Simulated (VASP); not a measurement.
Se: single point with PBEsol

Crystal: Se.

```xyz
3
Lattice="4.0377 0.0000 0.0000 -2.0188 3.4967 0.0000 0.0000 0.0000 5.1229" Properties=species:S:1:pos:R:3 pbc="T T T"
Se    1.5168    2.6272    0.0000
Se   -0.5020    0.8695    3.4153
Se    1.0041    0.0000    1.7076
```

| Property | Result |
| --- | --- |
| Program | VASP 6.6.1 |
| Task | single point |
| Functional | PBEsol |
| Potentials or basis | VASP PAW PBE potentials, release 64 (Se) |
| Cutoff | 520 eV |
| k mesh | 7 × 7 × 6 |
| Occupations | fermi-dirac, width 0.05 eV |
| Spin | no spin polarisation |
| Dipole correction | no |
| Further INCAR settings | ALGO = Normal; EDIFF = 1e-06; NBANDS = 16 |

```json
{
 "Pressure": "0.2 GPa",
 "Largest force": "0.031 eV/Å",
 "Band gap on the k mesh": "0.90 eV, indirect (least direct gap 1.13 eV)"
}
```

Forces in eV/Å, atoms in the order of the input:
```
Se  -0.015 -0.027  0.000
Se  -0.015  0.027  0.000
Se   0.031  0.000  0.000
```

Stress tensor (GPa, compression positive):
```
0.14 0.00 0.00
0.00 0.14 0.00
0.00 0.00 0.25
```

Levels at points of the mesh, in eV from the valence-band top:
| k point | band 7 | band 8 | band 9 | band 10 | band 11 | band 12 |
| --- | --- | --- | --- | --- | --- | --- |
| (0.00, 0.00, 0.00) | -1.89 | -1.89 | -0.53 | 1.45 | 1.45 | 2.06 |
| (0.00, 0.00, 0.50) | -1.39 | -1.34 | -1.34 | 0.90 | 0.90 | 0.91 |

Run time: 19 s on 1 thread of Intel(R) Xeon(R) 6975P-C (Granite Rapids), with other jobs on the host, peak memory 0.19 GiB.

Caveat: the PAW data sets were made with another functional, which shifts forces and pressure a little. A k mesh can miss the band edges.
